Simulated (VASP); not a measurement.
NaCl: single point with r2SCAN

NaCl:

```
Na Cl
1.0
     0.00000    2.60521    2.60521
     2.60521    0.00000    2.60521
     2.60521    2.60521    0.00000
Na Cl
1 1
Direct
  0.00000 0.00000 0.00000
  0.50000 0.50000 0.50000
```

This cell differs from its parent crystal: strain -0.080 along x and y, -0.080 along z.

```yaml
Program: VASP 6.6.1
Task: single point
Functional: r2SCAN
Potentials_or_basis: VASP PAW PBE potentials, release 64 (Na_pv, Cl)
Cutoff: 520 eV
k_mesh: 8 × 8 × 8
Occupations: gaussian, width 0.05 eV
Spin: no spin polarisation
```

```json
{
 "Pressure": "9.8 GPa",
 "Band gap on the k mesh": "7.10 eV, direct"
}
```

Levels at points of the mesh, in eV from the valence-band top:
| k point | band 4 | band 5 | band 6 | band 7 | band 8 | band 9 | band 10 | band 11 |
| --- | --- | --- | --- | --- | --- | --- | --- | --- |
| (0.00, 0.00, 0.00) | -13.91 | 0.00 | 0.00 | 0.00 | 7.10 | 11.89 | 11.89 | 11.89 |
| (0.50, 0.00, 0.00) | -13.23 | -2.77 | -0.46 | -0.46 | 8.35 | 12.29 | 12.29 | 13.76 |
| (0.50, 0.50, 0.00) | -13.18 | -2.42 | -0.88 | -0.88 | 8.28 | 9.12 | 14.18 | 16.86 |

It used 60 s of CPU time on 1 thread of AMD EPYC 7R13 Processor (Zen 3), on a shared host.

Caveat: the cell differs from its parent crystal (strain -0.080 along x and y, -0.080 along z); the PAW data sets were made with another functional, which shifts forces and pressure a little.
